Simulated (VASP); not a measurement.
# SnTe (Fm-3m) in VASP: single point with HSE06

Aim: the single point of SnTe with HSE06.

Program: VASP 6.6.1. These are calculated values, not measurements. Logs are shortened: lines on timing, memory, paths and dates and some standing lists are left out, and cuts for length are marked.

### 1 The cell of the first run

Symmetry: Fm-3m, No. 225, cubic system. Conventional cell: a = 6.458 Å, b = 6.458 Å, c = 6.458 Å, α = 90.00°, β = 90.00°, γ = 90.00°. Within 4.2 Å of Sn (site symmetry m-3m) lie 6 Te at 3.23 Å. Te (site symmetry m-3m) has 6 Sn at 3.23 Å within 4.2 Å.

### 2 Single point, HSE06 (strain +1.2%)

POSCAR

```
SnTe
1.0
    0.0000000000      3.2291969641      3.2291969641
    3.2291969641      0.0000000000      3.2291969641
    3.2291969641      3.2291969641      0.0000000000
Sn Te
1 1
Direct
    0.0000000000      0.0000000000      0.0000000000
    0.5000000000      0.5000000000      0.5000000000
```

INCAR.step1

```
SYSTEM = SnTe
PREC = Accurate
ENCUT = 520
EDIFF = 1E-5
ISMEAR = -1
SIGMA = 0.02
LREAL = .False.
LASPH = .True.
NELM = 100
ALGO = Normal
ISIF = 2
LWAVE = .True.
LCHARG = .False.
NBANDS = 17
GGA = PE
```

INCAR.step2

```
SYSTEM = SnTe
PREC = Accurate
ENCUT = 520
EDIFF = 1E-7
ISMEAR = -1
SIGMA = 0.02
LREAL = .False.
LASPH = .True.
NELM = 100
ALGO = Normal
ISIF = 2
LWAVE = .False.
LCHARG = .False.
GGA = PE
LHFCALC = .True.
HFSCREEN = 0.2079
PRECFOCK = Normal
NBANDS = 17
ISTART = 1
```

KPOINTS

```
Automatic mesh
0
Gamma
  6 6 6
  0 0 0
```

Potentials or basis: VASP PAW PBE potentials, release 64 (Sn_d, Te).

Started as:

```bash
cat potpaw_PBE.64/Sn_d/POTCAR potpaw_PBE.64/Te/POTCAR > POTCAR
cp INCAR.step1 INCAR
mpirun -np 1 vasp_std > vasp.out
cp INCAR.step2 INCAR
mpirun -np 1 vasp_std > vasp.out
```

OUTCAR:

```text
SYSTEM = SnTe
   PREC = Accurate
   ENCUT = 520
   EDIFF = 1E-7
   ISMEAR = -1
   LREAL = .False.
   LASPH = .True.
   NELM = 100
   ISIF = 2
   GGA = PE
   LHFCALC = .True.
   HFSCREEN = 0.2079
   PRECFOCK = Normal
   ISTART = 1

 ion  position               nearest neighbor table
   1  0.000  0.000  0.000-   2 3.23   2 3.23   2 3.23   2 3.23   2 3.23   2 3.23
   2  0.500  0.500  0.500-   1 3.23   1 3.23   1 3.23   1 3.23   1 3.23   1 3.23

  LATTYP: Found a face centered cubic cell.
 ALAT       =     6.4583939282

  Lattice vectors:

 A1 = (   0.0000000000,   3.2291969641,   3.2291969641)
 A2 = (   3.2291969641,   0.0000000000,   3.2291969641)
 A3 = (   3.2291969641,   3.2291969641,   0.0000000000)

Analysis of symmetry for initial positions (statically):
=====================================================================
 Subroutine PRICEL returns:
 Original cell was already a primitive cell.

 Routine SETGRP: Setting up the symmetry group for a
 face centered cubic supercell.

 Subroutine GETGRP returns: Found 48 space group operations
 (whereof 48 operations were pure point group operations)
 out of a pool of 48 trial point group operations.

The static configuration has the point symmetry O_h .

Analysis of symmetry for dynamics (positions and initial velocities):
=====================================================================
 Subroutine PRICEL returns:
 Original cell was already a primitive cell.

 Routine SETGRP: Setting up the symmetry group for a
 face centered cubic supercell.

 Subroutine GETGRP returns: Found 48 space group operations
 (whereof 48 operations were pure point group operations)
 out of a pool of 48 trial point group operations.

The dynamic configuration has the point symmetry O_h .

 Subroutine INISYM returns: Found 48 space group operations
 (whereof 48 operations are pure point group operations),
 and found     1 'primitive' translations

----------------------------------------------------------------------------------------

                                     Primitive cell

  volume of cell :      67.3463

  direct lattice vectors                    reciprocal lattice vectors
     0.000000000  3.229196964  3.229196964    -0.154837257  0.154837257  0.154837257
     3.229196964  0.000000000  3.229196964     0.154837257 -0.154837257  0.154837257
     3.229196964  3.229196964  0.000000000     0.154837257  0.154837257 -0.154837257

  length of vectors
     4.566774142  4.566774142  4.566774142     0.268185996  0.268185996  0.268185996

  position of ions in fractional coordinates (direct lattice)
     0.000000000  0.000000000  0.000000000
     0.500000000  0.500000000  0.500000000

  ion indices of the primitive-cell ions
   primitive index   ion index
                 1           1
                 2           2

----------------------------------------------------------------------------------------

 KPOINTS: Automatic mesh

Automatic generation of k-mesh.
 Grid dimensions read from file:
 generate k-points for:    6    6    6

 Generating k-lattice:

  Cartesian coordinates                     Fractional coordinates (reciprocal lattice)
    -0.025806209  0.025806209  0.025806209     0.166666667  0.000000000  0.000000000
     0.025806209 -0.025806209  0.025806209     0.000000000  0.166666667  0.000000000
     0.025806209  0.025806209 -0.025806209     0.000000000  0.000000000  0.166666667

  Length of vectors
     0.044697666  0.044697666  0.044697666

  Shift w.r.t. Gamma in fractional coordinates (k-lattice)
     0.000000000  0.000000000  0.000000000

 Subroutine IBZKPT returns following result:
 ===========================================

 Found     16 irreducible k-points:

 Following reciprocal coordinates:
            Coordinates               Weight
  0.000000  0.000000  0.000000      1.000000
  0.166667  0.000000  0.000000      8.000000
  0.333333  0.000000  0.000000      8.000000
  0.500000  0.000000  0.000000      4.000000
  0.166667  0.166667  0.000000      6.000000
  0.333333  0.166667  0.000000     24.000000
[... 8 lines left out ...]
 -0.333333  0.333333  0.166667     24.000000
 -0.333333  0.500000  0.166667     12.000000
   k-points           NKPTS =     16   k-points in BZ     NKDIM =    216   number of bands    NBANDS=     17
   number of dos      NEDOS =    301   number of ions     NIONS =      2
   total plane-waves  NPLWV =  46656
   dimension x,y,z NGX =    36 NGY =   36 NGZ =   36
   dimension x,y,z NGXF=    72 NGYF=   72 NGZF=   72
   ions per type =               1   1
   NGX,Y,Z   is equivalent  to a cutoff of  13.11, 13.11, 13.11 a.u.
   NGXF,Y,Z  is equivalent  to a cutoff of  26.21, 26.21, 26.21 a.u.
 SYSTEM =  SnTe
   PREC   = accura    normal or accurate (medium, high low for compatibility)
   ISTART =      1    job   : 0-new  1-cont  2-samecut
   ICHARG =      0    charge: 1-file 2-atom 10-const
   ISPIN  =      1    spin polarized calculation?
   LNONCOLLINEAR =      F non collinear calculations
   LSORBIT =      F    spin-orbit coupling
   LASPH  =      T    aspherical Exc in radial PAW
   ENCUT  =  520.0 eV  38.22 Ry    6.18 a.u.   8.49  8.49  8.49*2*pi/ulx,y,z
   NELM   =    100;   NELMIN=  2; NELMDL=  0     # of ELM steps
   EDIFF  = 0.1E-06   stopping-criterion for ELM
   LREAL  =      F    real-space projection
   EDIFFG = 0.1E-05   stopping-criterion for IOM
   NSW    =      0    number of steps for IOM
   IBRION =     -1    ionic relax: 0-MD 1-quasi-New 2-CG
   NFREE  =      0    steps in history (QN), initial steepest desc. (CG)
   ISIF   =      2    stress and relaxation
   ISYM   =      3    0-nonsym 1-usesym 2-fastsym
   POTIM  = 0.5000    time-step for ionic-motion
   TEBEG  =    0.0;   TEEND  =   0.0 temperature during run
   PSTRESS=    0.0 pullay stress
   NELECT =      20.0000    total number of electrons
   NUPDOWN=      -1.0000    fix difference up-down
   EMIN   =  10.00;   EMAX   =-10.00  energy-range for DOS
   EFERMI =   0.00;   METHOD = LEGACY
   ISMEAR =    -1;   SIGMA  =   0.02  broadening in eV -4-tet -1-fermi 0-gaus
   EFERMI_NEDOS =   21; number of points for ismear=-14 and -15
   IALGO  =     38    algorithm
   IMIX   =      1    mixing-type and parameters
     AMIX     =   0.40;   BMIX     =  1.00
     AMIX_MAG =   1.60;   BMIX_MAG =  1.00
  volume/ion in A,a.u.               =      33.67       227.24
  Fermi-wavevector in a.u.,A,eV,Ry     =   1.092229  2.064013 16.231258  1.192964
  Thomas-Fermi vector in A             =   2.228490
   LORBIT       =      0    0 simple, 1 ext, 2 COOP (PROOUT), +10 PAW based schemes
   GGA     = PE    functional components
   LHFCALC =     T    Hartree Fock is set to
   PRECFOCK=normal    Normal, Fast or Accurate (Low or Medium for compatibility)
   ENCUT4O =  -1.0   cutoff for four orbital integrals eV
   NKREDX  =     1    reduce k-point grid by
   NKREDY  =     1    reduce k-point grid by
   NKREDZ  =     1    reduce k-point grid by
   AEXX    =    0.2500 exact exchange contribution
   HFSCREEN=    0.2079 screening length (either q_TF or 0.3 A-1)
   HFSCREENC=   0.2079 screening length for correlation (either q_TF or 0.3 A-1)
   ENCUTFOCK=  -1.0 apply spherical cutoff to Coloumb kernel
   IVDW    =     0    specifies the selected vdW correction
   LEPSILON=     F    determine dielectric tensor
   LRPA    =     F    only Hartree local field effects (RPA)
 non-spin polarized calculation
  energy-cutoff  :      520.00
  volume of cell :       67.35
 maximum number of plane-waves:      1837
 NGX is ok and might be reduce to    36
  NGX = 28; NGY = 28; NGZ = 28

 number of electron      20.0000005 magnetization

 Free energy of the ion-electron system (eV)
  ---------------------------------------------------
  ext. energy  EPLUGINS =         0.00000000
  ---------------------------------------------------
  free energy    TOTEN  =        -9.01078872 eV

  energy without entropy =       -9.01078507  energy(sigma->0) =       -9.01078690

 E-fermi :   6.0314     XC(G=0):  -7.6628

 val. band max:        5.8668243441   @ k =   0.5000   0.0000   0.0000
 cond. band min:       6.1960331840   @ k =   0.5000   0.0000   0.0000
 fundamental gap:      0.3292088399
 Fermi energy:         6.0314287938

 k-point     1 :       0.0000    0.0000    0.0000
  band No.  band energies     occupation
      1     -18.3412      2.00000
      2     -18.3412      2.00000
      3     -18.3340      2.00000
      4     -18.3340      2.00000
      5     -18.3340      2.00000
      6      -7.7265      2.00000
[... 9 lines left out ...]
     16      11.2466      0.00000
     17      13.2675      0.00000

 k-point     2 :       0.1667    0.0000    0.0000
  band No.  band energies     occupation
      1     -18.3422      2.00000
      2     -18.3422      2.00000
      3     -18.3337      2.00000
      4     -18.3329      2.00000
      5     -18.3329      2.00000
      6      -7.4949      2.00000
[... 9 lines left out ...]
     16      11.8106      0.00000
     17      14.8464      0.00000

 k-point     3 :       0.3333    0.0000    0.0000
  band No.  band energies     occupation
      1     -18.3444      2.00000
      2     -18.3444      2.00000
      3     -18.3331      2.00000
      4     -18.3304      2.00000
      5     -18.3304      2.00000
      6      -6.8990      2.00000
[... 9 lines left out ...]
     16      13.3488      0.00000
     17      16.9489      0.00000

 k-point     4 :       0.5000    0.0000    0.0000
  band No.  band energies     occupation
      1     -18.3456      2.00000
      2     -18.3456      2.00000
      3     -18.3328      2.00000
      4     -18.3291      2.00000
      5     -18.3291      2.00000
      6      -6.4684      2.00000
[... 9 lines left out ...]
     16      15.3875      0.00000
     17      15.3875      0.00000
[... 183 lines left out ...]
      1     -18.3487      2.00000
      2     -18.3416      2.00000
      3     -18.3337      2.00000
      4     -18.3294      2.00000
      5     -18.3283      2.00000
      6      -6.4913      2.00000
[... 9 lines left out ...]
     16      14.8977      0.00000
     17      15.4250      0.00000

 k-point    15 :      -0.3333    0.3333    0.1667
  band No.  band energies     occupation
      1     -18.3489      2.00000
      2     -18.3427      2.00000
      3     -18.3316      2.00000
      4     -18.3310      2.00000
      5     -18.3272      2.00000
      6      -6.2039      2.00000
[... 9 lines left out ...]
     16      16.4024      0.00000
     17      16.4836      0.00000

 k-point    16 :      -0.3333    0.5000    0.1667
  band No.  band energies     occupation
      1     -18.3513      2.00000
      2     -18.3405      2.00000
      3     -18.3342      2.00000
      4     -18.3289      2.00000
      5     -18.3262      2.00000
      6      -6.1275      2.00000
[... 9 lines left out ...]
     16      16.3671      0.00000
     17      17.6196      0.00000

------------------------ aborting loop because EDIFF is reached ----------------------------------------

  FORCE on cell =-STRESS in cart. coord.  units (eV):
  Direction    XX          YY          ZZ          XY          YZ          ZX
  --------------------------------------------------------------------------------------
  -------------------------------------------------------------------------------------
  Total       -0.8362749     -0.8362749     -0.8362749      0.0000000     -0.0000000      0.0000000
  in kB      -19.8950958    -19.8950958    -19.8950958      0.0000000     -0.0000000      0.0000000
  external PRESSURE =     -19.8950958 kB  Pullay stress =       0.0000000 kB

 VOLUME and BASIS-vectors are now :
 -----------------------------------------------------------------------------
  energy-cutoff  :      520.00
  volume of cell :       67.35
      direct lattice vectors                 reciprocal lattice vectors
     0.000000000  3.229196964  3.229196964    -0.154837257  0.154837257  0.154837257
     3.229196964  0.000000000  3.229196964     0.154837257 -0.154837257  0.154837257
     3.229196964  3.229196964  0.000000000     0.154837257  0.154837257 -0.154837257

 POSITION                                       TOTAL-FORCE (eV/Angst)
 -----------------------------------------------------------------------------------
      0.00000      0.00000      0.00000         0.000000     -0.000000      0.000000
      3.22920      3.22920      3.22920        -0.000000      0.000000     -0.000000
 -----------------------------------------------------------------------------------
    total drift:                               -0.000000      0.000000      0.000000

  FREE ENERGIE OF THE ION-ELECTRON SYSTEM (eV)
  ---------------------------------------------------
  free  energy   TOTEN  =        -9.0107887172 eV

  energy  without entropy=       -9.0107850742  energy(sigma->0) =       -9.01078690
```

It took 2.3 h on 1 thread of Oxide Virtual Turin-like, shared host; peak memory 0.32 GiB.

Results:

```
Free energy            : -9.0108 eV
Pressure               : -2.0 GPa
Band gap on the k mesh : 0.33 eV
```

Levels at points of the mesh, in eV from the valence-band top:
```csv
k point,band 6,band 7,band 8,band 9,band 10,band 11,band 12,band 13,band 14,band 15
"(0.00, 0.00, 0.00)",-13.59,-5.29,-2.24,-2.24,-2.24,3.81,3.81,3.81,5.38,5.38
"(0.50, 0.00, 0.00)",-12.34,-8.84,-1.91,-1.91,0.00,0.33,0.76,0.76,8.31,9.25
"(0.50, 0.50, 0.00)",-12.06,-7.00,-5.71,-3.84,-3.84,2.80,5.31,5.31,6.70,9.54
```

Caveat: the cell differs from its parent crystal (strain +1.2%); the PAW data sets were made with another functional, which shifts forces and pressure a little; spin-orbit coupling is left out, which moves the levels of the heavy elements. A k mesh can miss the band edges.
